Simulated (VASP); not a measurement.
A run of VASP 6.6.1:

File INCAR:

```
SYSTEM = Hf2SnTe2
ALGO = Normal
EDIFF = 1E-7
ENCUT = 520
GGA = PE
ISIF = 2
ISMEAR = 0
LASPH = .True.
LCHARG = .True.
LELF = .True.
LREAL = .False.
LVHAR = .True.
LWAVE = .False.
NBANDS = 31
NELM = 80
PREC = Accurate
SIGMA = 0.1
```

KPOINTS

```
k-points
0
Gamma
  6 6 6
  0 0 0
```

Contents of POSCAR:

```
Hf2SnTe2
1.0
   -2.2706866000      2.2706866000      5.4543594400
    2.2706866000     -2.2706866000      5.4543594400
    2.2706866000      2.2706866000     -5.4543594400
Hf Sn Te
2 1 2
Direct
    0.7500000000      0.2500000000      0.5000000000
    0.2500000000      0.7500000000      0.5000000000
    0.0000000000      0.0000000000      0.0000000000
    0.3750000000      0.3750000000      0.0000000000
    0.6250000000      0.6250000000      0.0000000000
```

Potentials or basis: VASP PAW PBE potentials, release 64 (Hf_pv, Sn_d, Te).

Run with:

```bash
$ cat potpaw_PBE.64/Hf_pv/POTCAR potpaw_PBE.64/Sn_d/POTCAR potpaw_PBE.64/Te/POTCAR > POTCAR
$ mpirun -np 1 vasp_std > vasp.out
```

Hardware: 1 thread of Intel(R) Xeon(R) 6975P-C (Granite Rapids) (shared host).

Q: How long does it take, and how much memory?

A: Wall time 94 s on 1 thread of Intel(R) Xeon(R) 6975P-C (Granite Rapids) (shared host), peak memory 0.38 GiB. Counts: scf iterations 15, k points 30.
